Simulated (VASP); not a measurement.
# LiH (Fm-3m) in VASP: settings compared

The runs below take LiH through single point, with PBEsol, PBEsol+D3(BJ), PBEsol+D4.

Program: VASP 6.6.1. These are calculated values, not measurements. Logs are shortened: lines on timing, memory, paths and dates and some standing lists are left out, and cuts for length are marked.

**1. The cell of the first run**

The structure is cubic, space group Fm-3m (No. 225). The conventional cell has a = 3.981 Å, b = 3.981 Å, c = 3.981 Å, α = 90.00°, β = 90.00°, γ = 90.00°. Li (site symmetry m-3m) has 6 H at 1.99 Å within 2.6 Å. Within 2.6 Å of H (site symmetry m-3m) lie 6 Li at 1.99 Å.

**2. Single point, PBEsol**

Contents of INCAR:

```
SYSTEM = LiH
PREC     = Accurate       ! precision mode
ENCUT    = 520            ! plane-wave cutoff, eV
EDIFF    = 1E-6           ! SCF threshold, eV
ISMEAR   = -1             ! smearing method
SIGMA    = 0.05           ! smearing width, eV
LREAL    = .False.        ! projectors in reciprocal space
LASPH    = .True.         ! aspherical terms in the spheres
NELM     = 80             ! most SCF steps
ALGO     = Normal         ! electronic algorithm
ISIF     = 2              ! what is computed and relaxed
LWAVE    = .False.        ! write WAVECAR
LCHARG   = .True.         ! write CHGCAR
GGA      = PS             ! functional
LELF     = .True.         ! ELF
LVHAR    = .True.       
NBANDS   = 9              ! bands
```

Contents of KPOINTS:

```
regular mesh
0
Gamma
  11 11 11
  0 0 0
```

Contents of POSCAR:

```
LiH
1.0
    0.0000000000      1.9903704549      1.9903704549
    1.9903704549      0.0000000000      1.9903704549
    1.9903704549      1.9903704549      0.0000000000
Li H
1 1
Direct
    0.0000000000      0.0000000000      0.0000000000
    0.5000000000      0.5000000000      0.5000000000
```

Potentials or basis: VASP PAW PBE potentials, release 64 (Li_sv, H).

The run is started by

```sh
$ cat potpaw_PBE.64/Li_sv/POTCAR potpaw_PBE.64/H/POTCAR > POTCAR
$ mpirun -np 1 vasp_std > vasp.out
```

OUTCAR:

```text
SYSTEM = LiH
   PREC = Accurate
   ENCUT = 520
   EDIFF = 1E-6
   ISMEAR = -1
   LREAL = .False.
   LASPH = .True.
   NELM = 80
   ISIF = 2
   GGA = PS

 ion  position               nearest neighbor table
   1  0.000  0.000  0.000-
   2  0.500  0.500  0.500-

  LATTYP: Found a face centered cubic cell.
 ALAT       =     3.9807409098

  Lattice vectors:

 A1 = (   0.0000000000,   1.9903704549,   1.9903704549)
 A2 = (   1.9903704549,   0.0000000000,   1.9903704549)
 A3 = (   1.9903704549,   1.9903704549,   0.0000000000)

Analysis of symmetry for initial positions (statically):
=====================================================================
 Subroutine PRICEL returns:
 Original cell was already a primitive cell.

 Routine SETGRP: Setting up the symmetry group for a
 face centered cubic supercell.

 Subroutine GETGRP returns: Found 48 space group operations
 (whereof 48 operations were pure point group operations)
 out of a pool of 48 trial point group operations.

The static configuration has the point symmetry O_h .

Analysis of symmetry for dynamics (positions and initial velocities):
=====================================================================
 Subroutine PRICEL returns:
 Original cell was already a primitive cell.

 Routine SETGRP: Setting up the symmetry group for a
 face centered cubic supercell.

 Subroutine GETGRP returns: Found 48 space group operations
 (whereof 48 operations were pure point group operations)
 out of a pool of 48 trial point group operations.

The dynamic configuration has the point symmetry O_h .

 Subroutine INISYM returns: Found 48 space group operations
 (whereof 48 operations are pure point group operations),
 and found     1 'primitive' translations

----------------------------------------------------------------------------------------

                                     Primitive cell

  volume of cell :      15.7700

  direct lattice vectors                    reciprocal lattice vectors
     0.000000000  1.990370455  1.990370455    -0.251209517  0.251209517  0.251209517
     1.990370455  0.000000000  1.990370455     0.251209517 -0.251209517  0.251209517
     1.990370455  1.990370455  0.000000000     0.251209517  0.251209517 -0.251209517

  length of vectors
     2.814808891  2.814808891  2.814808891     0.435107646  0.435107646  0.435107646

  position of ions in fractional coordinates (direct lattice)
     0.000000000  0.000000000  0.000000000
     0.500000000  0.500000000  0.500000000

  ion indices of the primitive-cell ions
   primitive index   ion index
                 1           1
                 2           2

----------------------------------------------------------------------------------------

 KPOINTS: regular mesh

Automatic generation of k-mesh.
 Grid dimensions read from file:
 generate k-points for:   11   11   11

 Generating k-lattice:

  Cartesian coordinates                     Fractional coordinates (reciprocal lattice)
    -0.022837229  0.022837229  0.022837229     0.090909091  0.000000000  0.000000000
     0.022837229 -0.022837229  0.022837229     0.000000000  0.090909091  0.000000000
     0.022837229  0.022837229 -0.022837229     0.000000000  0.000000000  0.090909091

  Length of vectors
     0.039555241  0.039555241  0.039555241

  Shift w.r.t. Gamma in fractional coordinates (k-lattice)
     0.000000000  0.000000000  0.000000000

 Subroutine IBZKPT returns following result:
 ===========================================

 Found     56 irreducible k-points:

 Following reciprocal coordinates:
            Coordinates               Weight
  0.000000  0.000000  0.000000      1.000000
  0.090909  0.000000  0.000000      8.000000
  0.181818  0.000000  0.000000      8.000000
  0.272727  0.000000  0.000000      8.000000
  0.363636  0.000000  0.000000      8.000000
  0.454545  0.000000  0.000000      8.000000
[... 16 lines left out ...]
 -0.272727  0.181818  0.000000     24.000000
 -0.181818  0.181818  0.000000     12.000000
 [... further k-points ...]
   k-points           NKPTS =     56   k-points in BZ     NKDIM =     56   number of bands    NBANDS=      9
   number of dos      NEDOS =    301   number of ions     NIONS =      2
   total plane-waves  NPLWV =  13824
   dimension x,y,z NGX =    24 NGY =   24 NGZ =   24
   dimension x,y,z NGXF=    48 NGYF=   48 NGZF=   48
   ions per type =               1   1
   NGX,Y,Z   is equivalent  to a cutoff of  14.17, 14.17, 14.17 a.u.
   NGXF,Y,Z  is equivalent  to a cutoff of  28.35, 28.35, 28.35 a.u.
 SYSTEM =  LiH
   PREC   = accura    normal or accurate (medium, high low for compatibility)
   ISTART =      0    job   : 0-new  1-cont  2-samecut
   ICHARG =      2    charge: 1-file 2-atom 10-const
   ISPIN  =      1    spin polarized calculation?
   LNONCOLLINEAR =      F non collinear calculations
   LSORBIT =      F    spin-orbit coupling
   LASPH  =      T    aspherical Exc in radial PAW
   ENCUT  =  520.0 eV  38.22 Ry    6.18 a.u.   5.23  5.23  5.23*2*pi/ulx,y,z
   NELM   =     80;   NELMIN=  2; NELMDL= -5     # of ELM steps
   EDIFF  = 0.1E-05   stopping-criterion for ELM
   LREAL  =      F    real-space projection
   EDIFFG = 0.1E-04   stopping-criterion for IOM
   NSW    =      0    number of steps for IOM
   IBRION =     -1    ionic relax: 0-MD 1-quasi-New 2-CG
   NFREE  =      0    steps in history (QN), initial steepest desc. (CG)
   ISIF   =      2    stress and relaxation
   ISYM   =      2    0-nonsym 1-usesym 2-fastsym
   POTIM  = 0.5000    time-step for ionic-motion
   TEBEG  =    0.0;   TEEND  =   0.0 temperature during run
   PSTRESS=    0.0 pullay stress
   NELECT =       4.0000    total number of electrons
   NUPDOWN=      -1.0000    fix difference up-down
   EMIN   =  10.00;   EMAX   =-10.00  energy-range for DOS
   EFERMI =   0.00;   METHOD = LEGACY
   ISMEAR =    -1;   SIGMA  =   0.05  broadening in eV -4-tet -1-fermi 0-gaus
   EFERMI_NEDOS =   21; number of points for ismear=-14 and -15
   IALGO  =     38    algorithm
   IMIX   =      4    mixing-type and parameters
     AMIX     =   0.40;   BMIX     =  1.00
     AMIX_MAG =   1.60;   BMIX_MAG =  1.00
  volume/ion in A,a.u.               =       7.89        53.21
  Fermi-wavevector in a.u.,A,eV,Ry     =   1.036297  1.958317 14.611453  1.073911
  Thomas-Fermi vector in A             =   2.170681
   LORBIT       =      0    0 simple, 1 ext, 2 COOP (PROOUT), +10 PAW based schemes
   GGA     = PS    functional components
   LHFCALC =     F    Hartree Fock is set to
   AEXX    =    0.0000 exact exchange contribution
   IVDW    =     0    specifies the selected vdW correction
   LEPSILON=     F    determine dielectric tensor
   LRPA    =     F    only Hartree local field effects (RPA)
 non-spin polarized calculation
  energy-cutoff  :      520.00
  volume of cell :       15.77
 maximum number of plane-waves:       440
 NGX is ok and might be reduce to    24
   NGX = 11   NGY = 11   NGZ = 11

 number of electron       3.9999997 magnetization

 Free energy of the ion-electron system (eV)
  ---------------------------------------------------
  ext. energy  EPLUGINS =         0.00000000
  ---------------------------------------------------
  free energy    TOTEN  =        -6.12043492 eV

  energy without entropy =       -6.12043492  energy(sigma->0) =       -6.12043492

 E-fermi :   1.2024     XC(G=0):  -8.6786

 val. band max:        0.2090286484   @ k =  -0.4545   0.4545   0.0000
 cond. band min:       3.1394812374   @ k =  -0.4545   0.4545   0.0000
 fundamental gap:      2.9304525890
 Fermi energy:         1.2023968103

 k-point     1 :       0.0000    0.0000    0.0000
  band No.  band energies     occupation
      1     -43.4295      2.00000
      2      -5.3669      2.00000
      3      16.6307      0.00000
      4      18.1935      0.00000
      5      18.1935      0.00000
      6      18.1935      0.00000
      7      22.8489      0.00000
      8      22.8489      0.00000
      9      22.8489      0.00000

 k-point     2 :       0.0909    0.0000    0.0000
  band No.  band energies     occupation
      1     -43.4253      2.00000
      2      -5.2190      2.00000
      3      15.2700      0.00000
      4      17.3723      0.00000
      5      17.8461      0.00000
      6      17.8461      0.00000
      7      22.2572      0.00000
      8      23.5804      0.00000
      9      23.5804      0.00000

 k-point     3 :       0.1818    0.0000    0.0000
  band No.  band energies     occupation
      1     -43.4139      2.00000
      2      -4.7837      2.00000
      3      12.2385      0.00000
      4      16.2237      0.00000
      5      17.2427      0.00000
      6      17.2427      0.00000
      7      22.9275      0.00000
      8      23.9264      0.00000
      9      23.9264      0.00000

 k-point     4 :       0.2727    0.0000    0.0000
  band No.  band energies     occupation
      1     -43.3988      2.00000
      2      -4.0976      2.00000
      3       9.2007      0.00000
      4      15.2006      0.00000
      5      16.8154      0.00000
      6      16.8155      0.00000
      7      22.0045      0.00000
      8      22.0045      0.00000
      9      24.2703      0.00000
[... 205 lines left out ...]
 k-point    22 :      -0.3636    0.1818    0.0000
  band No.  band energies     occupation
      1     -43.3721      2.00000
      2      -2.1572      2.00000
      3       5.7437      0.00000
      4       9.9031      0.00000
      5      15.0016      0.00000
      6      16.0372      0.00000
      7      22.8013      0.00000
      8      25.4939      0.00000
      9      27.4086      0.00000

 k-point    23 :      -0.2727    0.1818    0.0000
  band No.  band energies     occupation
      1     -43.3813      2.00000
      2      -2.9884      2.00000
      3       7.7182      0.00000
      4      10.0416      0.00000
      5      16.1480      0.00000
      6      16.3443      0.00000
      7      22.3217      0.00000
      8      25.1979      0.00000
      9      26.6780      0.00000

 k-point    24 :      -0.1818    0.1818    0.0000
  band No.  band energies     occupation
      1     -43.3938      2.00000
      2      -3.8229      2.00000
      3      10.4490      0.00000
      4      10.5436      0.00000
      5      16.4775      0.00000
      6      17.8877      0.00000
      7      21.8799      0.00000
      8      23.7015      0.00000
      9      25.3556      0.00000

 [... further k-points ...]

------------------------ aborting loop because EDIFF is reached ----------------------------------------

  FORCE on cell =-STRESS in cart. coord.  units (eV):
  Direction    XX          YY          ZZ          XY          YZ          ZX
  --------------------------------------------------------------------------------------
  -------------------------------------------------------------------------------------
  Total       -0.0198531     -0.0198531     -0.0198531      0.0000000     -0.0000000      0.0000000
  in kB       -2.0170103     -2.0170103     -2.0170103      0.0000000     -0.0000000      0.0000000
  external PRESSURE =      -2.0170103 kB  Pullay stress =       0.0000000 kB

 VOLUME and BASIS-vectors are now :
 -----------------------------------------------------------------------------
  energy-cutoff  :      520.00
  volume of cell :       15.77
      direct lattice vectors                 reciprocal lattice vectors
     0.000000000  1.990370455  1.990370455    -0.251209517  0.251209517  0.251209517
     1.990370455  0.000000000  1.990370455     0.251209517 -0.251209517  0.251209517
     1.990370455  1.990370455  0.000000000     0.251209517  0.251209517 -0.251209517

 POSITION                                       TOTAL-FORCE (eV/Angst)
 -----------------------------------------------------------------------------------
      0.00000      0.00000      0.00000        -0.000000     -0.000000     -0.000000
      1.99037      1.99037      1.99037         0.000000      0.000000      0.000000
 -----------------------------------------------------------------------------------
    total drift:                                0.000000     -0.000000     -0.000000

  FREE ENERGIE OF THE ION-ELECTRON SYSTEM (eV)
  ---------------------------------------------------
  free  energy   TOTEN  =        -6.1204349211 eV

  energy  without entropy=       -6.1204349211  energy(sigma->0) =       -6.12043492
```

Run time: 11 s. Hardware: 1 thread of Intel Xeon 8259CL, shared host; peak memory 0.13 GiB.

Results:

```
Free energy            : -6.1204 eV
Band gap on the k mesh : 2.93 eV, direct
```

Caveat: the cutoff is under 1.25 times the usual one of these potentials, so pressure, stress and relaxed cells hold a basis-set (Pulay) error; the PAW data sets were made with another functional, which shifts forces and pressure a little.

[end of part 1 of 2]
